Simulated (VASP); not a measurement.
Input of a VASP 6.6.1 run:

INCAR

```
ALGO = Normal
EDIFF = 1E-6
ENCUT = 520
GGA = PE
ISIF = 2
ISMEAR = 1
LASPH = True
LCHARG = True
LELF = True
LREAL = False
LVHAR = True
LWAVE = False
NBANDS = 20
NELM = 80
PREC = Accurate
SIGMA = 0.1
```

KPOINTS

```
k-points
0
Gamma
  5 5 5
```

The input POSCAR:

```
GaGe
1.0
    0.0183900000      2.8675200000      2.9496800000
    2.8614600000      0.0214000000      2.9466800000
    2.8651800000      2.8682400000      0.0176700000
Ga Ge
1 1
Direct
    0.7470400000      0.7624000000      0.7499000000
    0.9828000000      0.0122600000      0.0002100000
```

Potentials or basis: VASP PAW PBE potentials, release 64 (Ga_d, Ge_d).

Launch:

```sh
$ cat potpaw_PBE.64/Ga_d/POTCAR potpaw_PBE.64/Ge_d/POTCAR > POTCAR
$ mpirun -np 1 vasp_std > vasp.out
```

Estimate the pressure.

0.6 GPa.

Predict the largest force.

0.264 eV/Å.

Stress tensor (GPa, compression positive):
```
 0.66  1.26  0.67
 1.26  0.46 -0.40
 0.67 -0.40  0.69
```

Caveat: the k points lie up to 0.38 Å⁻¹ apart.
